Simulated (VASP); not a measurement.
Input of a VASP 6.6.1 run:

The input INCAR:

```
ALGO = Normal
EDIFF = 1E-6
EDIFFG = -0.005
ENCUT = 600
IBRION = 2
ISIF = 3
ISMEAR = 0
LASPH = T
LCHARG = F
LREAL = F
LWAVE = F
NELM = 60
NSW = 80
PREC = Accurate
SIGMA = 0.1
```

KPOINTS

```
k-points
0
Gamma
  16 16 16
```

The input POSCAR:

```
W
1.0
   -1.5850000000      1.5850000000      1.5850000000
    1.5850000000     -1.5850000000      1.5850000000
    1.5850000000      1.5850000000     -1.5850000000
W
1
Direct
    0.0000000000      0.0000000000      0.0000000000
```

Potentials or basis: VASP PAW LDA potentials, release 64 (W_sv).

Launch:

```console
$ cat potpaw_LDA.64/W_sv/POTCAR > POTCAR
$ mpirun -np 1 vasp_std > vasp.out
```

Task: Estimate the relaxed volume.

Result: 15.49 Å³/atom.

Task: What does it give for the space group after relaxing (to 0.05 Å)?

Result: Im-3m (No. 229).

Task: What does it give for the band gap on the k mesh?

Result: Zero (band 7 reaches 16.97 eV, above the bottom of band 8 at 10.36 eV).

Step by step:
| step | energy change (eV) | largest force (eV/Å) | pressure (GPa) | volume (Å³) |
| --- | --- | --- | --- | --- |
| 1 | 0.0000 | 0.0000 | -8.85 | 15.93 |
| 2 | 0.1743 | 0.0000 | 43.19 | 13.98 |
| 3 | -0.0123 | 0.0000 | -0.48 | 15.51 |
| 4 | -0.0123 | 0.0000 | -0.10 | 15.49 |
| 5 | -0.0123 | 0.0000 | 0.12 | 15.49 |
| 6 | -0.0123 | 0.0000 | -0.28 | 15.51 |
| 7 | -0.0123 | 0.0000 | -0.05 | 15.49 |

Caveat: spin-orbit coupling is left out, which moves the levels of the heavy elements.
